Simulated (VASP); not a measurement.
Input of a VASP 6.6.1 run:

Contents of INCAR:

```
SYSTEM = MnNi3
PREC = Accurate
ENCUT = 600
EDIFF = 1E-6
ISMEAR = -1
SIGMA = 0.1
LREAL = .FALSE.
LASPH = .TRUE.
NELM = 150
ALGO = Normal
ISIF = 3
LWAVE = .FALSE.
LCHARG = .FALSE.
ISPIN = 2
MAGMOM = 5.2 2 2 2
LORBIT = 11
LMAXMIX = 4
GGA = PS
IBRION = 2
NSW = 100
EDIFFG = -0.01
PSTRESS = 20.0
```

File KPOINTS:

```
regular mesh
0
G
  7 7 7
  0 0 0
```

The input POSCAR:

```
MnNi3
1.0
    3.5930000000      0.0000000000      0.0000000000
    0.0000000000      3.5930000000      0.0000000000
    0.0000000000      0.0000000000      3.5930000000
Mn Ni
1 3
Direct
    0.0000000000      0.0000000000      0.0000000000
    0.0000000000      0.5000000000      0.5000000000
    0.5000000000      0.0000000000      0.5000000000
    0.5000000000      0.5000000000      0.0000000000
```

Potentials or basis: VASP PAW PBE potentials, release 64 (Mn_pv, Ni).

Run with:

```console
$ cat potpaw_PBE.64/Mn_pv/POTCAR potpaw_PBE.64/Ni/POTCAR > POTCAR
$ mpirun -np 1 vasp_std > vasp.out
```

Task: Estimate the relaxed volume.

Result: 10.65 Å³/atom.

Task: Predict the space group after relaxing (to 0.05 Å).

Result: Pm-3m (No. 221).

Task: Estimate the net moment.

Result: 4.31 μB per cell.

Task: Predict the site moments.

Result: Mn +3.00; Ni +0.42 μB.

The path:
| step | energy change (eV) | largest force (eV/Å) | pressure (GPa) | volume (Å³) |
| --- | --- | --- | --- | --- |
| 1 | 0.0000 | 0.0000 | -12.70 | 46.38 |
| 2 | 0.0539 | 0.0000 | 20.72 | 39.60 |
| 3 | -0.1451 | 0.0000 | 1.99 | 42.61 |

Caveat: the cell is relaxed towards a set pressure, so the enthalpy falls and the energy may rise; the PAW data sets were made with another functional, which shifts forces and pressure a little.
